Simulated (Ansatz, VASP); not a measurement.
**Ti in VASP and in Ansatz**

File INCAR:

```
  PREC = Accurate
  ENCUT = 520
  EDIFF = 1E-6
  ISMEAR = 0
  SIGMA = 0.15
  LREAL = F
  LASPH = T
  NELM = 80
  ALGO = Fast
  ISIF = 2
  LWAVE = F
  LCHARG = T
  LELF = T
  LVHAR = T
  NBANDS = 12
```

The input KPOINTS:

```
regular mesh
0
Gamma
  20 20 20
```

File POSCAR:

```
Ti
1.0
    0.0000000000      1.9305153388      2.0005340298
    1.8955059932      0.0000000000      2.0005340298
    1.8955059932      1.9305153388      0.0000000000
Ti
1
Direct
    0.0000000000      0.0000000000      0.0000000000
```

Input for Ansatz:

```yaml
crystal:
  lattice:
    - [0.0, 1.9305153388, 2.0005340298]
    - [1.8955059932, 0.0, 2.0005340298]
    - [1.8955059932, 1.9305153388, 0.0]
  atoms:
    - { symbol: Ti, position: [0.0, 0.0, 0.0] }
basis:
  ecutwfc: 520.0
kpoints:
  mp_grid: { grid: [20, 20, 20] }
hamiltonian:
  xc: lda
  pseudopotentials: { kind: paw, azcp: { folder: soft_1 } }
scf:
  occupations: { method: gaussian, width: 0.15 }
output:
  forces: true
  stress: true
  eigenvalues: true
```

Change from the starting cell: normal strain along x -0.0525, normal strain along y -0.0350.

Alike in both runs: task single point; functional LDA; k mesh 20 × 20 × 20; occupations gaussian, width 0.15 eV; no spin polarisation.

```csv
,VASP,Ansatz
version,VASP 6.6.1,Ansatz 0.2.0
potentials or method,"VASP PAW LDA potentials, release 64 (Ti_sv), cutoff 520 eV","scalar-relativistic, plane waves, PAW"
valence electrons in the cell,12,12
```

|  | VASP | Ansatz | Ansatz less VASP |
| --- | --- | --- | --- |
| gap on the k mesh at the Fermi level (eV) | none | none | - |
| pressure (GPa) | 12.4 | 12.8 | +0.34 |
| traceless stress, the component that is largest in VASP (GPa) | -0.87 | -0.85 | +0.026 |

Ansatz warns that its potentials were made for another functional, while VASP's fit it. LDA's correlation is that of Perdew and Zunger in VASP and of Perdew and Wang (1992) in Ansatz. A gap of «none» marks a metal or a gap that the smearing closes.
